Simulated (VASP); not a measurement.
InP:

```
CELL_PARAMETERS angstrom
0.00000 2.93050 2.93050
2.93050 0.00000 2.93050
2.93050 2.93050 0.00000
ATOMIC_POSITIONS crystal
In 0.00000 0.00000 0.00000
P 0.75000 0.75000 0.75000
```

- Program: VASP 6.6.1
- Task: relaxation of cell and atoms
- Functional: HF
- Potentials or basis: VASP PAW PBE potentials, release 64 (In_d, P)
- Cutoff: 600 eV
- k mesh: 4 × 4 × 4
- Occupations: fermi-dirac, width 0.05 eV
- Spin: no spin polarisation

At the start: pressure 4.6 GPa; volume 25.17 Å³/atom.

**Question.** How do energy, volume and symmetry change on relaxing?

**Answer.** Over 3 steps the energy falls by 19.3 meV/atom and the volume is 26.58 Å³/atom (+5.6 %); space group F-43m (No. 216, to 0.1 Å) before and after.

The path:
```tsv
step	energy change (eV)	largest force (eV/Å)	pressure (GPa)	volume (Å³)
1	0.0000	0.0000	4.59	50.33
2	-0.0103	0.0000	-3.32	55.76
3	-0.0386	0.0000	-0.05	53.16
```

Final structure:
```
In P
1.0
     0.00000    2.98441    2.98441
     2.98441    0.00000    2.98441
     2.98441    2.98441    0.00000
In P
1 1
Direct
  0.00000 0.00000 0.00000
  0.75000 0.75000 0.75000
```

Caveat: the k points lie up to 0.46 Å⁻¹ apart in the final cell; the PAW data sets were made with another functional, which shifts forces and pressure a little.
